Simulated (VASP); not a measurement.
Write the native input for VASP 6.6.1 that does the following.

| Quantity | Value |
| --- | --- |
| Task | single point |
| Functional | revPBE |
| Potentials or basis | VASP PAW PBE potentials, release 64 (Ag) |
| Cutoff | 500 eV |
| k mesh | 16 × 16 × 7 |
| Occupations | fermi-dirac, width 0.1 eV |
| Spin | no spin polarisation |
| Dipole correction | no |
| Further INCAR settings | ALGO = Normal; EDIFF = 1e-06; NBANDS = 18 |

The structure of Ag lies in POSCAR:

```
Ag
1.0
   -2.0330098906      1.6703828685      1.4920575232
    1.6703828685     -2.0330098906      1.4920575232
    3.8674697417      3.8674697417     -2.1562095784
Ag
2
Direct
    0.9580074387      0.0419925613      0.0000000000
    0.7919925613      0.2080074387      0.5000000000
```

This isn't the form of Ag at room conditions, which is fcc.

One way to write it, as run:

INCAR

```
SYSTEM = Ag
PREC = Accurate
ENCUT = 500
EDIFF = 1E-6
ISMEAR = -1
SIGMA = 0.1
LREAL = .FALSE.
LASPH = .TRUE.
NELM = 120
ALGO = Normal
ISIF = 2
LWAVE = .FALSE.
LCHARG = .TRUE.
GGA = RE
LELF = .TRUE.
LVHAR = .TRUE.
NBANDS = 18
GGA_COMPAT = .FALSE.
```

KPOINTS

```
Automatic mesh
0
G
  16 16 7
  0 0 0
```

Potentials or basis: VASP PAW PBE potentials, release 64 (Ag).

Launch:

```bash
$ cat potpaw_PBE.64/Ag/POTCAR > POTCAR
$ mpirun -np 1 vasp_std > vasp.out
```

Results of the run:

```yaml
Pressure: -4.7 GPa
Band_gap_on_the_k_mesh: zero (bands 11 and 12 overlap by 6.50 eV)
```

Caveat: the cell stands under tension; the PAW data sets were made with another functional, which shifts forces and pressure a little.

Run time: 3.1 min on 1 thread of Oxide Virtual Turin-like Processor, on a shared host, peak memory 0.35 GiB.
